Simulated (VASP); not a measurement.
# Zn17O18 (a cell with a defect) in VASP: single point with PBE

Aim: the single point of Zn17O18 (a cell with a defect) with PBE.

Everything below comes from runs of VASP 6.6.1. Logs are shortened: lines on timing, memory, paths and dates and some standing lists are left out, and cuts for length are marked.

### 1 The cell of the first run

The cell holds a defect, 35 atoms: a = 7.764 Å, b = 7.764 Å, c = 7.764 Å, α = 78.63°, β = 78.63°, γ = 78.63°.

### 2 Single point, PBE (atoms taken out, then relaxed in part)

The input, INCAR:

```
SYSTEM = Zn17O18
PREC = Accurate
ENCUT = 520
EDIFF = 1E-7
ISMEAR = 0
SIGMA = 0.01
LREAL = Auto
LASPH = .TRUE.
NELM = 100
ALGO = Normal
ISIF = 2
LWAVE = .FALSE.
LCHARG = .FALSE.
GGA = PE
NBANDS = 179
```

The input, KPOINTS:

```
Automatic mesh
0
Gamma
  2 2 2
  0.5 0.5 0.5
```

The input, POSCAR:

```
Zn17O18
1.0
   -4.9190861691     -2.8400357239      5.2932331742
    4.9190861691     -2.8400357239      5.2932331742
    0.0000000001      5.6800714478      5.2932331742
Zn O
17 18
Direct
    0.6108710905      0.2814168957      0.6080974961
    0.2817387170      0.9415044229      0.2771485850
    0.9418339339      0.2814152013      0.2771455058
    0.2817519759      0.6105425694      0.6081077975
    0.6108667465      0.9415064127      0.9480144444
    0.2772375830      0.2769077162      0.9435125287
    0.9382437963      0.9379129091      0.6045234516
    0.9418255980      0.6105408395      0.9480108705
    0.5572951609      0.2268072269      0.2235758173
    0.5556862535      0.8880931474      0.5546936571
    0.2271362087      0.5569773337      0.2235702848
    0.8884193676      0.8880998023      0.2219697775
    0.2203887879      0.2200687821      0.5546555229
    0.5573077195      0.5569681906      0.8933997709
    0.2203885881      0.8880569620      0.8866722837
    0.8884170510      0.5553664113      0.5546963838
    0.8883833937      0.2200634554      0.8866633032
    0.7590532386      0.7587300919      0.4253278139
    0.7374009602      0.4040302121      0.7377991395
    0.4043612623      0.0712152493      0.4036673356
    0.0715277534      0.4040343043      0.4036760245
    0.4043561530      0.7370789457      0.7378112823
    0.7373973352      0.0712072010      0.0706342036
    0.4034990848      0.4031700673      0.0697708161
    0.0687008610      0.0683653387      0.7349696775
    0.0715270460      0.7370680307      0.0706380028
    0.6894530439      0.3239905937      0.3557184657
    0.6794971260      0.0205004429      0.6871015481
    0.3242817918      0.6891363540      0.3557471132
    0.0208234088      0.0204981766      0.3457765916
    0.3478955424      0.3475697985      0.6820234761
    0.6894431032      0.6891280244     -0.0094015021
    0.3478903780      0.0154175721      0.0141745042
    0.0208182825      0.6791613593      0.6871003045
    0.0157418440      0.3475652043      0.0141679475
```

Potentials or basis: VASP PAW PBE potentials, release 64 (Zn, O).

Run with:

```console
$ cat potpaw_PBE.64/Zn/POTCAR potpaw_PBE.64/O/POTCAR > POTCAR
$ mpirun -np 1 vasp_std > vasp.out
```

OUTCAR:

```text
SYSTEM = Zn17O18
   PREC = Accurate
   ENCUT = 520
   EDIFF = 1E-7
   ISMEAR = 0
   LREAL = Auto
   LASPH = .TRUE.
   NELM = 100
   ISIF = 2
   GGA = PE

 ion  position               nearest neighbor table
   1  0.611  0.281  0.608-  27 1.92  28 1.99  31 2.00  19 2.01
   2  0.282  0.942  0.277-  29 1.92  30 1.99  33 2.00  20 2.01
   3  0.942  0.281  0.277-  27 1.92  30 1.99  35 2.00  21 2.01
   4  0.282  0.611  0.608-  29 1.92  34 1.99  31 2.00  22 2.01
   5  0.611  0.942  0.948-  32 1.92  28 1.99  33 2.00  23 2.01
   6  0.277  0.277  0.944-  31 1.99  33 1.99  35 1.99  24 2.00
[... 9 lines left out ...]
  16  0.888  0.555  0.555-  18 1.91  19 2.00  21 2.00  34 2.06
  17  0.888  0.220  0.887-  23 1.99  19 1.99  25 2.00  35 2.02
  18  0.759  0.759  0.425-  12 1.91  16 1.91  10 1.91
  19  0.737  0.404  0.738-  17 1.99  16 2.00   1 2.01  14 2.02
  20  0.404  0.071  0.404-  13 1.99  10 2.00   2 2.01   9 2.02
  21  0.072  0.404  0.404-  13 1.99  16 2.00   3 2.01  11 2.02
  22  0.404  0.737  0.738-  15 1.99  10 2.00   4 2.01  14 2.02
  23  0.737  0.071  0.071-  17 1.99  12 2.00   5 2.01   9 2.02
  24  0.403  0.403  0.070-   9 2.00  11 2.00  14 2.00   6 2.00
  25  0.069  0.068  0.735-  15 2.00  13 2.00  17 2.00   7 2.07
  26  0.072  0.737  0.071-  15 1.99  12 2.00   8 2.01  11 2.02
  27  0.689  0.324  0.356-   1 1.92   3 1.92   9 1.92
  28  0.679  0.021  0.687-   5 1.99   1 1.99   7 2.00  10 2.06
  29  0.324  0.689  0.356-   4 1.92   2 1.92  11 1.92
  30  0.021  0.020  0.346-   2 1.99   3 1.99   7 2.00  12 2.06
  31  0.348  0.348  0.682-   6 1.99   4 2.00   1 2.00  13 2.02
  32  0.689  0.689  0.991-   5 1.92   8 1.92  14 1.92
  33  0.348  0.015  0.014-   6 1.99   2 2.00   5 2.00  15 2.02
  34  0.021  0.679  0.687-   8 1.99   4 1.99   7 2.00  16 2.06
  35  0.016  0.348  0.014-   6 1.99   3 2.00   8 2.00  17 2.02

  LATTYP: Found a trigonal (rhomboedric) cell.
 ALAT       =     7.7641180496
 COS(alpha) =     0.1971866306

  Lattice vectors:

 A1 = (  -4.9190861691,  -2.8400357239,   5.2932331742)
 A2 = (   4.9190861691,  -2.8400357239,   5.2932331742)
 A3 = (   0.0000000001,   5.6800714478,   5.2932331742)

Analysis of symmetry for initial positions (statically):
=====================================================================
 Subroutine PRICEL returns:
 Original cell was already a primitive cell.

 Routine SETGRP: Setting up the symmetry group for a
 trigonal (rhombohedral) supercell.

 Subroutine GETGRP returns: Found  1 space group operations
 (whereof  1 operations were pure point group operations)
 out of a pool of 12 trial point group operations.

The static configuration has the point symmetry C_1 .

Analysis of symmetry for dynamics (positions and initial velocities):
=====================================================================
 Subroutine PRICEL returns:
 Original cell was already a primitive cell.

 Routine SETGRP: Setting up the symmetry group for a
 trigonal (rhombohedral) supercell.

 Subroutine GETGRP returns: Found  1 space group operations
 (whereof  1 operations were pure point group operations)
 out of a pool of 12 trial point group operations.

The dynamic configuration has the point symmetry C_1 .

 Subroutine INISYM returns: Found  1 space group operations
 (whereof  1 operations are pure point group operations),
 and found     1 'primitive' translations

----------------------------------------------------------------------------------------

                                     Primitive cell

  volume of cell :     443.6909

  direct lattice vectors                    reciprocal lattice vectors
    -4.919086169 -2.840035724  5.293233174    -0.101644896 -0.058684708  0.062973484
     4.919086169 -2.840035724  5.293233174     0.101644896 -0.058684708  0.062973484
     0.000000000  5.680071448  5.293233174     0.000000000  0.117369416  0.062973484

  length of vectors
     7.764118050  7.764118050  7.764118050     0.133196244  0.133196244  0.133196244

  position of ions in fractional coordinates (direct lattice)
     0.610871090  0.281416896  0.608097496
     0.281738717  0.941504423  0.277148585
     0.941833934  0.281415201  0.277145506
     0.281751976  0.610542569  0.608107797
     0.610866747  0.941506413  0.948014444
     0.277237583  0.276907716  0.943512529
[... 27 lines left out ...]
     0.020818283  0.679161359  0.687100304
     0.015741844  0.347565204  0.014167947

  ion indices of the primitive-cell ions
   primitive index   ion index
                 1           1
                 2           2
                 3           3
                 4           4
                 5           5
                 6           6
[... 27 lines left out ...]
                34          34
                35          35

----------------------------------------------------------------------------------------

 KPOINTS: Automatic mesh

Automatic generation of k-mesh.
 Grid dimensions read from file:
 generate k-points for:    2    2    2

 Generating k-lattice:

  Cartesian coordinates                     Fractional coordinates (reciprocal lattice)
    -0.050822448 -0.029342354  0.031486742     0.500000000  0.000000000  0.000000000
     0.050822448 -0.029342354  0.031486742    -0.000000000  0.500000000  0.000000000
     0.000000000  0.058684708  0.031486742     0.000000000  0.000000000  0.500000000

  Length of vectors
     0.066598122  0.066598122  0.066598122

  Shift w.r.t. Gamma in fractional coordinates (k-lattice)
     0.500000000  0.500000000  0.500000000

 Subroutine IBZKPT returns following result:
 ===========================================

 Found      4 irreducible k-points:

 Following reciprocal coordinates:
            Coordinates               Weight
  0.250000  0.250000  0.250000      2.000000
 -0.250000  0.250000  0.250000      2.000000
  0.250000 -0.250000  0.250000      2.000000
  0.250000  0.250000 -0.250000      2.000000
   k-points           NKPTS =      4   k-points in BZ     NKDIM =      4   number of bands    NBANDS=    179
   number of dos      NEDOS =    301   number of ions     NIONS =     35
   total plane-waves  NPLWV = 216000
   dimension x,y,z NGX =    60 NGY =   60 NGZ =   60
   dimension x,y,z NGXF=   120 NGYF=  120 NGZF=  120
   ions per type =              17  18
   NGX,Y,Z   is equivalent  to a cutoff of  12.85, 12.85, 12.85 a.u.
   NGXF,Y,Z  is equivalent  to a cutoff of  25.69, 25.69, 25.69 a.u.
 SYSTEM =  Zn17O18
   PREC   = accura    normal or accurate (medium, high low for compatibility)
   ISTART =      0    job   : 0-new  1-cont  2-samecut
   ICHARG =      2    charge: 1-file 2-atom 10-const
   ISPIN  =      1    spin polarized calculation?
   LNONCOLLINEAR =      F non collinear calculations
   LSORBIT =      F    spin-orbit coupling
   LASPH  =      T    aspherical Exc in radial PAW
   ENCUT  =  520.0 eV  38.22 Ry    6.18 a.u.  14.44 14.44 14.44*2*pi/ulx,y,z
   NELM   =    100;   NELMIN=  2; NELMDL= -5     # of ELM steps
   EDIFF  = 0.1E-06   stopping-criterion for ELM
   LREAL  =      T    real-space projection
   EDIFFG = 0.1E-05   stopping-criterion for IOM
   NSW    =      0    number of steps for IOM
   IBRION =     -1    ionic relax: 0-MD 1-quasi-New 2-CG
   NFREE  =      0    steps in history (QN), initial steepest desc. (CG)
   ISIF   =      2    stress and relaxation
   ISYM   =      2    0-nonsym 1-usesym 2-fastsym
   POTIM  = 0.5000    time-step for ionic-motion
   TEBEG  =    0.0;   TEEND  =   0.0 temperature during run
   PSTRESS=    0.0 pullay stress
   NELECT =     312.0000    total number of electrons
   NUPDOWN=      -1.0000    fix difference up-down
   EMIN   =  10.00;   EMAX   =-10.00  energy-range for DOS
   EFERMI =   0.00;   METHOD = LEGACY
   ISMEAR =     0;   SIGMA  =   0.01  broadening in eV -4-tet -1-fermi 0-gaus
   EFERMI_NEDOS =   21; number of points for ismear=-14 and -15
   IALGO  =     38    algorithm
   IMIX   =      4    mixing-type and parameters
     AMIX     =   0.40;   BMIX     =  1.00
     AMIX_MAG =   1.60;   BMIX_MAG =  1.00
  volume/ion in A,a.u.               =      12.68        85.55
  Fermi-wavevector in a.u.,A,eV,Ry     =   1.455793  2.751049 28.835266  2.119332
  Thomas-Fermi vector in A             =   2.572786
   LORBIT       =      0    0 simple, 1 ext, 2 COOP (PROOUT), +10 PAW based schemes
   GGA     = PE    functional components
   LHFCALC =     F    Hartree Fock is set to
   AEXX    =    0.0000 exact exchange contribution
   IVDW    =     0    specifies the selected vdW correction
   LEPSILON=     F    determine dielectric tensor
   LRPA    =     F    only Hartree local field effects (RPA)
 non-spin polarized calculation
 Gauss-broadening in eV      SIGMA  =   0.01
  energy-cutoff  :      520.00
  volume of cell :      443.69
 maximum number of plane-waves:     11981
 NGX is ok and might be reduce to    60
   NGX = 29   NGY = 29   NGZ = 29

 number of electron     311.9999926 magnetization

 Free energy of the ion-electron system (eV)
  ---------------------------------------------------
  ext. energy  EPLUGINS =         0.00000000
  ---------------------------------------------------
  free energy    TOTEN  =      -154.36746635 eV

  energy without entropy =     -154.36255253  energy(sigma->0) =     -154.36500944

 E-fermi :   0.4302     XC(G=0): -10.4789

 val. band max:        0.4177515384   @ k =   0.2500  -0.2500   0.2500
 cond. band min:       0.4324856956   @ k =   0.2500   0.2500  -0.2500
 fundamental gap:      0.0147341572
 Fermi energy:         0.4301892971

 k-point     1 :       0.2500    0.2500    0.2500
  band No.  band energies     occupation
      1     -17.1971      2.00000
      2     -16.8793      2.00000
      3     -16.8620      2.00000
      4     -16.8620      2.00000
      5     -16.7527      2.00000
      6     -16.7182      2.00000
[... 160 lines left out ...]
    167       6.3607      0.00000
    168       6.6013      0.00000

 k-point     2 :      -0.2500    0.2500    0.2500
  band No.  band energies     occupation
      1     -17.1528      2.00000
      2     -16.9584      2.00000
      3     -16.8835      2.00000
      4     -16.8691      2.00000
      5     -16.7701      2.00000
      6     -16.7164      2.00000
[... 160 lines left out ...]
    167       6.7497      0.00000
    168       6.8672      0.00000

 k-point     3 :       0.2500   -0.2500    0.2500
  band No.  band energies     occupation
      1     -17.1528      2.00000
      2     -16.9584      2.00000
      3     -16.8835      2.00000
      4     -16.8691      2.00000
      5     -16.7701      2.00000
      6     -16.7165      2.00000
[... 160 lines left out ...]
    167       6.7497      0.00000
    168       6.8672      0.00000

 k-point     4 :       0.2500    0.2500   -0.2500
  band No.  band energies     occupation
      1     -17.1528      2.00000
      2     -16.9584      2.00000
      3     -16.8835      2.00000
      4     -16.8691      2.00000
      5     -16.7701      2.00000
      6     -16.7165      2.00000
[... 160 lines left out ...]
    167       6.7497      0.00000
    168       6.8670      0.00000
 [bands above 168 left out]

------------------------ aborting loop because EDIFF is reached ----------------------------------------

  FORCE on cell =-STRESS in cart. coord.  units (eV):
  Direction    XX          YY          ZZ          XY          YZ          ZX
  --------------------------------------------------------------------------------------
  -------------------------------------------------------------------------------------
  Total        1.4375301      1.4408333      2.0585701      0.0005057      0.0039003      0.0029724
  in kB        5.1909521      5.2028799      7.4335410      0.0018260      0.0140840      0.0107332
  external PRESSURE =       5.9424576 kB  Pullay stress =       0.0000000 kB

 VOLUME and BASIS-vectors are now :
 -----------------------------------------------------------------------------
  energy-cutoff  :      520.00
  volume of cell :      443.69
      direct lattice vectors                 reciprocal lattice vectors
    -4.919086169 -2.840035724  5.293233174    -0.101644896 -0.058684708  0.062973484
     4.919086169 -2.840035724  5.293233174     0.101644896 -0.058684708  0.062973484
     0.000000000  5.680071448  5.293233174     0.000000000  0.117369416  0.062973484

 POSITION                                       TOTAL-FORCE (eV/Angst)
 -----------------------------------------------------------------------------------
     -1.62061      0.91991      7.94189         0.012741      0.025322      0.015858
      3.24544     -1.89983      7.94192         0.016024     -0.024318      0.016143
     -3.24866     -1.89986      7.94194        -0.015215     -0.024094      0.015442
      1.61735      0.91995      7.94198        -0.012324      0.026776      0.015803
      1.62645      0.97599     13.23513         0.028213     -0.001450      0.016095
     -0.00162      3.78543      7.92745         0.000670      0.000260     -0.003231
[... 27 lines left out ...]
      3.23845      1.91481      7.34214        -0.006400      0.004079     -0.037149
      1.63227     -0.95133      1.99806         0.003941      0.002584     -0.005013
 -----------------------------------------------------------------------------------
    total drift:                               -0.000422      0.000028      0.018760

  FREE ENERGIE OF THE ION-ELECTRON SYSTEM (eV)
  ---------------------------------------------------
  free  energy   TOTEN  =      -154.3674663451 eV

  energy  without entropy=     -154.3625525313  energy(sigma->0) =     -154.36500944
```

Wall time 19 min (1 thread of Intel Xeon 6975P-C (Granite Rapids), shared host); peak memory 0.61 GiB.

Results:

- Free energy: -154.3675 eV
- Pressure: 0.6 GPa
- Largest force: 0.061 eV/Å
- Band gap on the k mesh: zero (bands 156 and 157 overlap by 0.07 eV)

Forces on the atoms (eV/Å):
```
Zn   0.013  0.025  0.016
Zn   0.016 -0.024  0.016
Zn  -0.015 -0.024  0.015
Zn  -0.012  0.027  0.016
Zn   0.028 -0.001  0.016
Zn   0.001  0.000 -0.003
Zn   0.000  0.000 -0.007
Zn  -0.028 -0.001  0.016
Zn   0.003 -0.002 -0.024
Zn   0.027  0.016  0.028
Zn  -0.003 -0.001 -0.025
Zn   0.000 -0.033  0.028
Zn   0.000  0.003  0.012
Zn   0.000  0.004 -0.024
Zn   0.002 -0.001  0.011
Zn  -0.028  0.016  0.028
Zn  -0.003 -0.001  0.011
O    0.002  0.002 -0.020
O    0.006 -0.001 -0.003
O   -0.005 -0.004 -0.002
O    0.003 -0.006 -0.002
O   -0.007 -0.002 -0.002
O    0.002  0.006 -0.004
O    0.000  0.000  0.001
O    0.001  0.000 -0.040
O   -0.003  0.005 -0.003
O    0.048 -0.027  0.025
O    0.006  0.003 -0.039
O   -0.049 -0.029  0.024
O    0.001 -0.007 -0.037
O    0.000 -0.005 -0.006
O    0.000  0.055  0.025
O   -0.004  0.003 -0.005
O   -0.006  0.004 -0.037
O    0.004  0.003 -0.005
```

Caveat: the k points lie up to 0.42 Å⁻¹ apart; the cell differs from its parent crystal (atoms taken out, then relaxed in part).
